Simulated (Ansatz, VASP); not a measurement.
**KF in VASP and in Ansatz**

File INCAR:

```
PREC = Accurate
ENCUT = 520
EDIFF = 1E-6
ISMEAR = -1
SIGMA = 0.08
LREAL = False
LASPH = True
NELM = 100
ALGO = Normal
ISIF = 2
LWAVE = False
LCHARG = False
GGA = PE
NBANDS = 15
```

Contents of KPOINTS:

```
Automatic mesh
0
Gamma
  16 16 16
```

POSCAR

```
KF
1.0
    0.0135494381      2.7098876288      2.7098876288
    2.7098876288      0.0135494381      2.7098876288
    2.7234370670      2.7234370670      0.0000000000
K F
1 1
Direct
    0.0000000000      0.0000000000      0.0000000000
    0.5000000000      0.5000000000      0.5000000000
```

Input for Ansatz:

```yaml
crystal:
  lattice:
    - [0.0135494381, 2.7098876288, 2.7098876288]
    - [2.7098876288, 0.0135494381, 2.7098876288]
    - [2.723437067, 2.723437067, 0.0]
  atoms:
    - { symbol: K, position: [0.0, 0.0, 0.0] }
    - { symbol: F, position: [0.5, 0.5, 0.5] }
kpoints:
  mp_grid: { grid: [16, 16, 16] }
scf:
  occupations: { method: fermi_dirac, width: 0.08 }
hamiltonian:
  xc: pbe
  pseudopotentials: { kind: all_electron, lapw: { basis_error: 0.001 } }
output:
  forces: true
  stress: true
  eigenvalues: true
```

Change from the starting cell: xy shear strain of +1 %.

Alike in both runs: task single point; functional PBE; k mesh 16 × 16 × 16; occupations fermi-dirac, width 0.08 eV; no spin polarisation.

|  | VASP | Ansatz |
| --- | --- | --- |
| version | VASP 6.6.1 | Ansatz 0.2.0 |
| potentials or method | VASP PAW PBE potentials, release 64 (K_sv, F), cutoff 520 eV | all-electron LAPW, scalar-relativistic |

```csv
,VASP,Ansatz,Ansatz less VASP
gap on the k mesh at the Fermi level (eV),5.94,5.95,+0.011
pressure (GPa),0.0,0.0,-0.01
"traceless stress, the component that is largest in VASP (GPa)",-0.13,-0.14,-0.002
```

Ansatz ran all-electron here, and VASP with PAW potentials.
